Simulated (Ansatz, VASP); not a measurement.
# Si5As3 in VASP and in Ansatz

```
CELL_PARAMETERS angstrom
3.75057 0.00000 0.00000
-1.87528 3.24809 0.00000
0.00000 0.00000 32.15896
ATOMIC_POSITIONS crystal
Si 0.00000 0.00000 0.03634
Si 0.00000 0.00000 0.96366
Si 0.00000 0.00000 0.30528
Si 0.33333 0.66667 0.33124
Si 0.33333 0.66667 0.40436
Si 0.00000 0.00000 0.23217
Si 0.00000 0.00000 0.69472
Si 0.66667 0.33333 0.66876
Si 0.66667 0.33333 0.59564
Si 0.00000 0.00000 0.76783
As 0.66667 0.33333 0.93025
As 0.33333 0.66667 0.06975
As 0.66667 0.33333 0.19858
As 0.66667 0.33333 0.43794
As 0.33333 0.66667 0.80142
As 0.33333 0.66667 0.56206
```

Alike in both runs: functional PBE; k mesh 12 × 12 × 1; occupations gaussian, width 0.02 eV; no spin polarisation.

Ansatz relaxed the structure, and its values are those at the end. VASP's run is a single point on that final structure, the one shown.

|  | VASP | Ansatz |
| --- | --- | --- |
| version | VASP 6.6.1 | Ansatz 0.2.0 |
| potentials or method | VASP PAW PBE potentials, release 64 (Si, As), cutoff 520 eV | scalar-relativistic, plane waves, PAW |
| valence electrons in the cell | 70 | 130 |

|  | VASP | Ansatz | Ansatz less VASP |
| --- | --- | --- | --- |
| gap on the k mesh at the Fermi level (eV) | 1.02 | 1.03 | +0.011 |
| least direct gap on the mesh (eV) | 1.59 | 1.60 | +0.012 |
| pressure (GPa) | 0.1 | 0.0 | -0.11 |
| rms of the force components (eV/Å) | 0.020 | 0.000 | -0.0196 |

VASP's potentials hold 70 valence electrons a cell and Ansatz's 130, so a difference there can come from the potentials and not from the codes.
